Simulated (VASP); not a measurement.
**Li: relaxation of shape and atoms at fixed volume with PBE**

The system is Li.

```
Li
1.0
     2.62226   -1.51401   -0.06416
     2.62226    1.51401   -0.06416
    -1.68116    0.00000    2.50816
Li
1
Direct
  0.00000 0.00000 0.50000
```

This cell differs from its parent crystal: volume scaled by 0.97.

```
Program                : VASP 6.6.1
Task                   : relaxation of shape and atoms at fixed volume
Functional             : PBE
Potentials or basis    : VASP PAW PBE potentials, release 64 (Li_sv)
Cutoff                 : 600 eV
k mesh                 : 22 × 22 × 22
Occupations            : gaussian, width 0.1 eV
Spin                   : no spin polarisation
Dipole correction      : no
Further INCAR settings : ALGO = Normal; EDIFF = 1e-07; IBRION = 2; EDIFFG = -0.01; NSW = 50; ISIF = 4
```

```
Pressure after relaxing : 0.3 GPa
```

Final structure:
```cif
data_structure
_symmetry_space_group_name_H-M 'P 1'
_symmetry_Int_Tables_number 1
_cell_length_a 3.0286
_cell_length_b 3.0286
_cell_length_c 3.0195
_cell_angle_alpha 119.978
_cell_angle_beta 119.978
_cell_angle_gamma 59.987
_cell_volume 19.59
loop_
_atom_site_label
_atom_site_type_symbol
_atom_site_fract_x
_atom_site_fract_y
_atom_site_fract_z
_atom_site_occupancy
Li1 Li 0.00000 0.00000 0.50000 1
```

Levels at points of the mesh, in eV from the Fermi level:
| k point | band 1 | band 2 | band 3 | band 4 | band 5 |
| --- | --- | --- | --- | --- | --- |
| (0.00, 0.00, 0.00) | -46.48 | -3.62 | 14.65 | 14.68 | 14.73 |
| (0.50, 0.00, 0.00) | -46.46 | -0.05 | 3.01 | 12.91 | 12.96 |
| (0.50, 0.50, 0.00) | -46.46 | 1.52 | 4.80 | 8.59 | 8.67 |
| (0.00, 0.00, 0.50) | -46.46 | -0.03 | 3.04 | 12.88 | 12.90 |
| (0.50, 0.00, 0.50) | -46.46 | 1.55 | 4.82 | 8.59 | 8.62 |
| (0.50, 0.50, 0.50) | -46.46 | -0.05 | 3.02 | 12.91 | 12.92 |

It took 76 s on 1 thread of Intel(R) Xeon(R) Platinum 8375C CPU @ 2.90GHz (Ice Lake) (shared host), peak memory 0.4 GiB.

Caveat: the cutoff is under 1.25 times the usual one of these potentials, so pressure, stress and relaxed cells hold a basis-set (Pulay) error; the relaxation stopped at its first step, so nothing moved.
